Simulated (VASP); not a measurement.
Write the native input for VASP 6.6.1 that does the following.

```yaml
Task: single point
Functional: LDA
Potentials_or_basis: VASP PAW LDA potentials, release 64 (Mg, Se)
Cutoff: 600 eV
k_mesh: 10 × 10 × 10
Occupations: gaussian, width 0.01 eV
Spin: no spin polarisation
Dipole_correction: no
Further_INCAR_settings: ALGO = Normal; EDIFF = 1e-06; NBANDS = 11
```

The structure of MgSe lies in POSCAR:

```
MgSe
1.0
    0.0000000000      2.4330573274      2.4330573274
    2.4330573274      0.0000000000      2.4330573274
    2.4330573274      2.4330573274      0.0000000000
Mg Se
1 1
Direct
    0.0000000000      0.0000000000      0.0000000000
    0.5000000000      0.5000000000      0.5000000000
```

These files were run (other wordings do the same):

INCAR

```
SYSTEM = MgSe
ALGO = Normal ; EDIFF = 1E-6
ENCUT = 600 ; GGA_COMPAT = .FALSE.
ISIF = 2 ; ISMEAR = 0
LASPH = .TRUE. ; LCHARG = .TRUE.
LELF = .TRUE. ; LREAL = .FALSE.
LVHAR = .TRUE. ; LWAVE = .FALSE.
NBANDS = 11 ; NELM = 120
PREC = Accurate ; SIGMA = 0.01
```

KPOINTS

```
k-points
0
G
  10 10 10
  0 0 0
```

Potentials or basis: VASP PAW LDA potentials, release 64 (Mg, Se).

Launch:

```console
$ cat potpaw_LDA.64/Mg/POTCAR potpaw_LDA.64/Se/POTCAR > POTCAR
$ mpirun -np 1 vasp_std > vasp.out
```

Results of the run:

- Pressure: 40.2 GPa
- Band gap on the k mesh: 2.20 eV, indirect (least direct gap 5.02 eV)

Run time: 13 s on 1 thread of Intel Xeon 6975P-C, with other jobs on the host, peak memory 0.15 GiB.
